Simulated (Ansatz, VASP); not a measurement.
**Pd: VASP beside Ansatz**

```xyz
1
Lattice="0.0000 1.9710 1.9710 1.9710 0.0000 1.9710 1.9710 1.9710 0.0000" Properties=species:S:1:pos:R:3 pbc="T T T"
Pd    0.0000    0.0000    0.0000
```

Alike in both runs: functional PBE; k mesh 18 × 18 × 18; occupations gaussian, width 0.1 eV; no spin polarisation.

Ansatz relaxed the structure, and its values are those at the end. VASP's run is a single point on that final structure, the one shown.

```csv
,VASP,Ansatz
version,VASP 6.6.1,Ansatz 0.2.0
potentials or method,"VASP PAW PBE potentials, release 64 (Pd), cutoff 500 eV","scalar-relativistic, plane waves, PAW"
valence electrons in the cell,10,18
```

```csv
,VASP,Ansatz,Ansatz less VASP
gap on the k mesh at the Fermi level (eV),none,none,-
pressure (GPa),-0.2,0.0,+0.22
```

A gap of «none» marks a metal or a gap that the smearing closes. VASP's potentials hold 10 valence electrons a cell and Ansatz's 18, so a difference there can come from the potentials and not from the codes.
